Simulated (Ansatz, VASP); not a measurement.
**One calculation of PbSe, two programs**

```xyz
8
Lattice="4.3693 0.0000 0.0000 0.0000 4.3693 0.0000 0.0000 0.0000 24.2688" Properties=species:S:1:pos:R:3 pbc="T T T"
Pb    2.1847    2.1847    7.5941
Pb    0.0000    0.0000   10.4395
Pb    2.1847    2.1847   13.8293
Pb    0.0000    0.0000   16.6747
Se    0.0000    0.0000    7.5759
Se    2.1847    2.1847   10.4403
Se    0.0000    0.0000   13.8285
Se    2.1847    2.1847   16.6929
```

Alike in both runs: functional r2SCAN; k mesh 6 × 6 × 1; occupations gaussian, width 0.05 eV; no spin polarisation.

Ansatz relaxed the structure, and its values are those at the end. VASP's run is a single point on that final structure, the one shown.

```csv
,VASP,Ansatz
version,VASP 6.6.1,Ansatz 0.2.0
potentials or method,"VASP PAW PBE potentials, release 64 (Pb_d, Se), cutoff 520 eV","scalar-relativistic, plane waves, PAW"
valence electrons in the cell,80,120
```

|  | VASP | Ansatz | Ansatz less VASP |
| --- | --- | --- | --- |
| gap on the k mesh at the Fermi level (eV) | 1.61 | 1.61 | 0.000 |
| least direct gap on the mesh (eV) | 1.61 | 1.61 | 0.000 |
| rms of the force components (eV/Å) | 0.007 | 0.003 | -0.0042 |

VASP's potentials were made for PBE, not for r2SCAN. VASP's potentials hold 80 valence electrons a cell and Ansatz's 120, so a difference there can come from the potentials and not from the codes.

Neither program's run includes spin-orbit coupling.
